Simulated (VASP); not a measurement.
BaSi3: single point with PBEsol

The system is BaSi3.

```
Ba Si
1.0
     4.41430    0.00000    0.00000
     0.00000    4.41430    0.00000
     0.00000    0.00000    4.41430
Ba Si
1 3
Direct
  0.00000 0.00000 0.01133
  0.00000 0.50000 0.50000
  0.50000 0.50000 0.00000
  0.50000 0.00000 0.50000
```

This cell differs from its parent crystal: atom 1 (Ba) moved 0.05 Å along z.

- Program: VASP 6.6.1
- Task: single point
- Functional: PBEsol
- Potentials or basis: VASP PAW PBE potentials, release 64 (Ba_sv, Si)
- Cutoff: 520 eV
- k mesh: 8 × 8 × 8
- Occupations: gaussian, width 0.05 eV
- Spin: no spin polarisation
- Dipole correction: no
- Further INCAR settings: ALGO = Normal; EDIFF = 1e-07; NBANDS = 19

```
Pressure               : 1.1 GPa
Largest force          : 0.478 eV/Å
Band gap on the k mesh : zero (bands 11 and 12 overlap by 2.02 eV)
```

Forces in eV/Å, atoms in the order of the input:
```
Ba   0.000  0.000 -0.478
Si   0.000  0.000  0.260
Si   0.000  0.000 -0.042
Si   0.000  0.000  0.260
```

Levels at points of the mesh, in eV from the Fermi level:
| k point | band 8 | band 9 | band 10 | band 11 | band 12 | band 13 | band 14 | band 15 |
| --- | --- | --- | --- | --- | --- | --- | --- | --- |
| (0.00, 0.00, 0.00) | -1.90 | -1.89 | -1.89 | 1.72 | 1.72 | 1.73 | 2.74 | 2.77 |
| (0.50, 0.00, 0.00) | -2.55 | -2.55 | -1.84 | 0.56 | 0.56 | 1.04 | 1.32 | 3.30 |
| (0.00, 0.00, 0.50) | -2.55 | -2.55 | -1.83 | 0.56 | 0.56 | 1.04 | 1.32 | 3.30 |
| (0.50, 0.50, 0.00) | -3.72 | -1.26 | -1.26 | -0.60 | -0.24 | 1.39 | 1.39 | 3.74 |
| (0.00, 0.50, 0.50) | -3.72 | -1.27 | -1.27 | -0.60 | -0.24 | 1.39 | 1.39 | 3.75 |
| (0.50, 0.50, 0.50) | -4.71 | -1.31 | -1.31 | -1.30 | 4.43 | 5.11 | 5.15 | 5.15 |

Run time: 76 s on 1 thread of Intel(R) Xeon(R) Platinum 8488C (Sapphire Rapids) (shared host), peak memory 0.27 GiB.

Caveat: the cell differs from its parent crystal (atom 1 (Ba) moved 0.05 Å along z); the PAW data sets were made with another functional, which shifts forces and pressure a little; spin-orbit coupling is left out, which moves the levels of the heavy elements.
